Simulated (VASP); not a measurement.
# Rh (Fm-3m) in VASP: further runs, part 2 of 2

VASP 6.6.1. Earlier steps stand in the parts before.

### Step 3. Relaxation of cell and atoms, PBE

This run uses another cell than the first one, of 13.78 Å³/atom.

File INCAR:

```
PREC     = Accurate       # precision mode
ENCUT    = 500            # plane-wave cutoff, eV
EDIFF    = 1E-7           # SCF threshold, eV
ISMEAR   = -1             # smearing method
SIGMA    = 1.0            # smearing width, eV
LREAL    = F              # projectors in reciprocal space
LASPH    = T              # aspherical terms in the spheres
NELM     = 120            # most SCF steps
ALGO     = Normal         # electronic algorithm
ISIF     = 3              # what is computed and relaxed
LWAVE    = F              # write WAVECAR
LCHARG   = F              # write CHGCAR
GGA      = PE             # functional
IBRION   = 2              # ionic algorithm
NSW      = 80             # ionic steps
EDIFFG   = -0.005         # ionic threshold
GGA_COMPAT= F            
NELMIN   = 4
```

File KPOINTS:

```
Automatic mesh
0
Gamma
  17 17 17
```

File POSCAR:

```
Rh
1.0
    0.0000000000      1.9029861000      1.9029861000
    1.9029861000      0.0000000000      1.9029861000
    1.9029861000      1.9029861000      0.0000000000
Rh
1
Direct
    0.0000000000      0.0000000000      0.0000000000
```

Potentials or basis: VASP PAW PBE potentials, release 64 (Rh_pv).

Started as:

```sh
cat potpaw_PBE.64/Rh_pv/POTCAR > POTCAR
mpirun -np 1 vasp_std > vasp.out
```

OUTCAR:

```text
PREC = Accurate
   ENCUT = 500
   EDIFF = 1E-7
   ISMEAR = -1
   LREAL = F
   LASPH = T
   NELM = 120
   ISIF = 3
   GGA = PE
   IBRION = 2
   NSW = 80
   EDIFFG = -0.005
   NELMIN = 4

 ion  position               nearest neighbor table
   1  0.000  0.000  0.000-

  LATTYP: Found a face centered cubic cell.
 ALAT       =     3.8059722000

  Lattice vectors:

 A1 = (   0.0000000000,   1.9029861000,   1.9029861000)
 A2 = (   1.9029861000,   0.0000000000,   1.9029861000)
 A3 = (   1.9029861000,   1.9029861000,   0.0000000000)

Analysis of symmetry for initial positions (statically):
[... 616 lines left out ...]

  energy  without entropy=       -5.5238132664  energy(sigma->0) =       -7.42502401

[... ionic steps 4 to 16 ...]

--------------------------------------- Ionic step       17  -------------------------------------------

 number of electron      15.0000010 magnetization

------------------------ aborting loop because EDIFF is reached ----------------------------------------
[... 65 lines left out ...]
--------------------------------------- Ionic step       19  -------------------------------------------

 number of electron      15.0000010 magnetization

 Free energy of the ion-electron system (eV)
  ---------------------------------------------------
  ext. energy  EPLUGINS =         0.00000000
  ---------------------------------------------------
  free energy    TOTEN  =        -9.32662607 eV

  energy without entropy =       -5.54872173  energy(sigma->0) =       -7.43767390

 E-fermi :   9.8421     XC(G=0): -13.0659

 val. band max:        9.8415897463   @ k =  -0.3529   0.3529   0.1765
 cond. band min:       9.8437818496   @ k =  -0.4706   0.1176   0.0588
 fundamental gap:      0.0021921033
 Fermi energy:         9.8420727761

 k-point     1 :       0.0000    0.0000    0.0000
  band No.  band energies     occupation
      1     -36.5890      2.00000
      2     -36.5890      2.00000
      3     -36.5890      2.00000
      4       2.4641      1.99875
      5       7.0323      1.88640
      6       7.0323      1.88640
      7       7.0323      1.88640
      8       8.6638      1.52928
      9       8.6638      1.52928
     10      25.3396      0.00000
     11      29.9447      0.00000
[... 350 lines left out ...]
  FREE ENERGIE OF THE ION-ELECTRON SYSTEM (eV)
  ---------------------------------------------------
  free  energy   TOTEN  =        -9.3266260721 eV

  energy  without entropy=       -5.5487217332  energy(sigma->0) =       -7.43767390

 reached required accuracy - stopping structural energy minimisation
```

OSZICAR:

```text
N       E                     dE             d eps       ncg     rms          rms(c)
DAV:   1     0.112749120365E+03    0.11275E+03   -0.91550E+03  3633   0.142E+03
DAV:   2    -0.801873466610E+01   -0.12077E+03   -0.11530E+03  3732   0.384E+02
[... 134 lines left out ...]
  18 F= -.93266237E+01 E0= -.74382283E+01  d E =-.413212E-05
       N       E                     dE             d eps       ncg     rms          rms(c)
DAV:   1    -0.932666968001E+01   -0.45991E-04   -0.60752E-04  3729   0.396E-01    0.440E-02
DAV:   2    -0.932662737353E+01    0.42306E-04   -0.12220E-04  3720   0.160E-01    0.881E-03
DAV:   3    -0.932662672927E+01    0.64426E-06   -0.54094E-07  3786   0.855E-03    0.548E-03
DAV:   4    -0.932662601228E+01    0.71699E-06   -0.29843E-07  3826   0.667E-03    0.448E-04
DAV:   5    -0.932662607213E+01   -0.59855E-07   -0.67294E-09  1890   0.129E-03
  19 F= -.93266261E+01 E0= -.74376739E+01  d E =-.648343E-05
```

CONTCAR:

```text
Rh
   1.00000000000000
     0.0000000000000000    1.9994135469565029    1.9994135469565029
     1.9994135469565029   -0.0000000000000000    1.9994135469565029
     1.9994135469565029    1.9994135469565029    0.0000000000000000
  Rh
     1
Direct
     0.0000000000000000    0.0000000000000000    0.0000000000000000

  0.00000000E+00  0.00000000E+00  0.00000000E+00
```

It took 74 s on 1 thread of Intel Xeon 6975P-C (Granite Rapids), shared host; peak memory 0.15 GiB.

What came out:

```
Free energy                           : -9.3266 eV
Relaxed volume                        : 15.99 Å³/atom
Relaxed cell                          : a = 2.828 Å, b = 2.828 Å, c = 2.828 Å, α = 60.00°, β = 60.00°, γ = 60.00°
Space group after relaxing (to 0.1 Å) : Fm-3m (No. 225)
Energy gained by relaxing             : 181.4 meV/atom
Ionic steps                           : 19
Pressure after relaxing               : 0.0 GPa
Band gap on the k mesh                : zero (an odd number of electrons rules out a gap without spin polarisation)
```

The path:
```
step  energy change (eV)  largest force (eV/Å)  pressure (GPa)  volume (Å³)
   1              0.0000                0.0000           30.90        13.78
   2              0.0653                0.0000          -16.44        19.79
   3             -0.1810                0.0000           -1.02        16.11
   4             -0.1814                0.0000           -0.25        16.02
   5             -0.1814                0.0000            0.15        15.97
   6             -0.1814                0.0000            0.15        15.97
   7             -0.1814                0.0000            0.15        15.97
   8             -0.1814                0.0000            0.15        15.97
   9             -0.1814                0.0000            0.15        15.97
  10             -0.1814                0.0000            0.15        15.97
  11             -0.1814                0.0000            0.15        15.97
  12             -0.1814                0.0000            0.15        15.97
  13             -0.1814                0.0000            0.15        15.97
  14             -0.1814                0.0000            0.14        15.97
  15             -0.1814                0.0000            0.14        15.98
  16             -0.1814                0.0000            0.13        15.98
  17             -0.1814                0.0000            0.12        15.98
  18             -0.1814                0.0000            0.10        15.98
  19             -0.1814                0.0000            0.05        15.99
```

Final structure:
```
Rh
1.0
     0.00000    1.99941    1.99941
     1.99941    0.00000    1.99941
     1.99941    1.99941    0.00000
Rh
1
Direct
  0.00000 0.00000 0.00000
```

Caveat: the volume moved by over 15 % at a fixed basis, so the end points are rough; so wide a smearing shifts energies and pressures.

### Step 4. Single point, PBE

This run uses another cell than the first one: it holds 16 atoms, not 1.

File INCAR:

```
SYSTEM = Rh
PREC = Accurate ; ENCUT = 500
EDIFF = 1E-6 ; ISMEAR = -1
SIGMA = 1.0 ; LREAL = .FALSE.
LASPH = .TRUE. ; NELM = 120
ALGO = Normal ; ISIF = 2
LWAVE = .FALSE. ; LCHARG = .FALSE.
GGA = PE ; NBANDS = 134
GGA_COMPAT = .FALSE.
```

File KPOINTS:

```
Automatic mesh
0
G
  3 3 3
  0 0 0
```

File POSCAR:

```
Rh
1.0
   -3.9999503060      3.9999503060      3.9999503060
    3.9999503060     -3.9999503060      3.9999503060
    3.9999503060      3.9999503060     -3.9999503060
Rh
16
Direct
    0.0000000000      0.0000000000      0.0000000000
    0.0000000000      0.2500000000      0.7500000000
    0.0000000000      0.5000000000      0.5000000000
    0.0000000000      0.7500000000      0.2500000000
    0.2500000000      0.0000000000      0.7500000000
    0.2500000000      0.2500000000      0.5000000000
    0.2500000000      0.5000000000      0.2500000000
    0.2500000000      0.7500000000      0.0000000000
    0.5000000000      0.0000000000      0.5000000000
    0.5000000000      0.2500000000      0.2500000000
    0.5000000000      0.5000000000      0.0000000000
    0.5000000000      0.7500000000      0.7500000000
    0.7500000000      0.0000000000      0.2500000000
    0.7500000000      0.2500000000      0.0000000000
    0.7500000000      0.5000000000      0.7500000000
    0.7500000000      0.7500000000      0.5000000000
```

Started as:

```sh
cat potpaw_PBE.64/Rh_pv/POTCAR > POTCAR
mpirun -np 1 vasp_std > vasp.out
```

Wall time 2 min (1 thread of Intel Xeon 6975P-C (Granite Rapids), shared host); peak memory 0.42 GiB.

Results (log left out):

| Item | Value |
| --- | --- |
| Free energy | -148.0533 eV |
| Pressure | -2.2 GPa |
| Band gap on the k mesh | zero (filled and empty bands touch) |

Levels at points of the mesh, in eV from the Fermi level:
| k point | band 122 | band 123 | band 124 | band 125 | band 126 | band 127 | band 128 | band 129 |
| --- | --- | --- | --- | --- | --- | --- | --- | --- |
| (0.00, 0.00, 0.00) | -0.03 | -0.03 | 0.34 | 0.34 | 0.34 | 0.34 | 0.34 | 0.34 |

Caveat: the k points lie up to 0.37 Å⁻¹ apart; so wide a smearing shifts energies and pressures.

### Step 5. The runs side by side

| task | cell | k mesh | gap on the mesh (eV) | pressure (GPa) |
| --- | --- | --- | --- | --- |
| single point | a = 2.828 Å, angles 60.0°, 1 atom, atomic positions A | 17 × 17 × 17 | none | 0.1 |
| relaxation of cell and atoms | relaxed from a = 2.691 Å, angles 60.0°, 1 atom, atomic positions A | 17 × 17 × 17 | none | 0.0 |
| single point | a = 6.928 Å, angles 109.5°, 16 atoms, atomic positions B | 3 × 3 × 3 | none | -2.2 |

Alike in all rows: level PBE; potentials or basis VASP PAW PBE potentials, release 64 (Rh_pv); no spin polarisation; cutoff (eV) 500; smearing fermi-dirac 1 eV.

Caveats: some runs use coarse meshes; so wide a smearing shifts energies and pressures; the volume moved by over 15 % at a fixed basis, so the end points are rough (at least some runs).

Absolute energies hang on the potentials; compare differences alone.
